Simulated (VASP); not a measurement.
Write the native input for VASP 6.6.1 that does the following.

| Quantity | Value |
| --- | --- |
| Task | single point |
| Functional | PBE |
| Potentials or basis | VASP PAW PBE potentials, release 64 (Cu, Mo_sv) |
| Cutoff | 520 eV |
| k mesh | 8 × 8 × 2 |
| Occupations | gaussian, width 0.2 eV |
| Spin | no spin polarisation |
| Dipole correction | no |
| Further INCAR settings | ALGO = Fast; EDIFF = 1e-06; NBANDS = 64 |

The structure of CuMo7 lies in POSCAR:

```
CuMo7
1.0
    1.5870274818     -2.2060410975     -0.0008622340
    1.5872921531      2.2062102115      0.0011334729
    0.0005100735      0.0084727854     17.6204338057
Cu Mo
1 7
Direct
    0.0000924703      0.0002928814      0.9999957022
    0.4993686603      0.5002918526      0.3725812112
   -0.0001853066     -0.0002051295      0.5000052789
    0.5004298634      0.4994638625      0.6274233149
    0.5017652647      0.4986354579      0.8795768650
    0.4985699829      0.5016044771      0.1204177044
    0.0010713435     -0.0009544709      0.7548691850
    0.9988877215      1.0008710688      0.2451307385
```

One way to write it, as run:

INCAR

```
PREC     = Accurate       # precision mode
ENCUT    = 520            # plane-wave cutoff, eV
EDIFF    = 1E-6           # SCF threshold, eV
ISMEAR   = 0              # smearing method
SIGMA    = 0.2            # smearing width, eV
LREAL    = False          # projectors in reciprocal space
LASPH    = True           # aspherical terms in the spheres
NELM     = 60             # most SCF steps
ALGO     = Fast           # electronic algorithm
ISIF     = 2              # what is computed and relaxed
LWAVE    = False          # write WAVECAR
LCHARG   = False          # write CHGCAR
GGA      = PE             # functional
NBANDS   = 64             # bands
```

KPOINTS

```
Automatic mesh
0
Gamma
  8 8 2
```

Potentials or basis: VASP PAW PBE potentials, release 64 (Cu, Mo_sv).

Run with:

```bash
$ cat potpaw_PBE.64/Cu/POTCAR potpaw_PBE.64/Mo_sv/POTCAR > POTCAR
$ mpirun -np 1 vasp_std > vasp.out
```

It gave:

```yaml
Pressure: 0.6 GPa
Largest_force: 0.005 eV/Å
```

It took 23 min on 1 thread of Intel(R) Xeon(R) 6975P-C (Granite Rapids), on a shared host, peak memory 0.49 GiB.
